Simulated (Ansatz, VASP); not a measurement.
InPd in VASP and in Ansatz

The input INCAR:

```
SYSTEM = InPd
PREC = Accurate ; ENCUT = 520
EDIFF = 1E-7 ; ISMEAR = 0
SIGMA = 0.1 ; LREAL = .False.
LASPH = .True. ; NELM = 60
ALGO = Normal ; ISIF = 2
LWAVE = .False. ; LCHARG = .True.
GGA = PE ; LELF = .True.
LVHAR = .True. ; NBANDS = 18
```

File KPOINTS:

```
regular mesh
0
Gamma
  14 14 14
  0 0 0
```

The input POSCAR:

```
InPd
1.0
    3.3052635948      0.0000000000      0.0000000000
    0.0000000000      3.3052635948      0.0000000000
    0.0000000000      0.0000000000      3.3052635948
In Pd
1 1
Direct
    0.0000000000      0.0000000000      0.0000000000
    0.5000000000      0.5000000000      0.5000000000
```

Input for Ansatz:

```yaml
crystal:
  lattice:
    - [3.3052635948, 0.0, 0.0]
    - [0.0, 3.3052635948, 0.0]
    - [0.0, 0.0, 3.3052635948]
  atoms:
    - { symbol: In, position: [0.0, 0.0, 0.0] }
    - { symbol: Pd, position: [0.5, 0.5, 0.5] }
basis:
  ecutwfc: 420
kpoints:
  mp_grid: { grid: [14, 14, 14] }
  band_path:
    path:
      - [[0.0, 0.0, 0.0], [0.0, 0.5, 0.0], [0.5, 0.5, 0.0], [0.0, 0.0, 0.0], [0.5, 0.5, 0.5], [0.0, 0.5, 0.0]]
      - [[0.5, 0.5, 0.5], [0.5, 0.5, 0.0]]
    npoints: 14
hamiltonian:
  xc: pbe
scf:
  occupations: { method: gaussian, width: 0.1 }
output:
  forces: true
  stress: true
  eigenvalues: true
  populations: true
  dos: { projected: true, de: 0.02, nscf_kmesh: { grid: [21, 21, 21] } }
  bader: true
```

Alike in both runs: task single point; functional PBE; k mesh 14 × 14 × 14; occupations gaussian, width 0.1 eV; no spin polarisation.

```csv
,VASP,Ansatz
version,VASP 6.6.1,Ansatz 0.2.0
potentials or method,"VASP PAW PBE potentials, release 64 (In_d, Pd), cutoff 520 eV","scalar-relativistic, plane waves, PAW"
valence electrons in the cell,23,31
```

|  | VASP | Ansatz | Ansatz less VASP |
| --- | --- | --- | --- |
| gap on the k mesh at the Fermi level (eV) | none | none | - |
| pressure (GPa) | 0.0 | 0.0 | -0.04 |

A gap of «none» marks a metal or a gap that the smearing closes. VASP's potentials hold 23 valence electrons a cell and Ansatz's 31, so a difference there can come from the potentials and not from the codes.
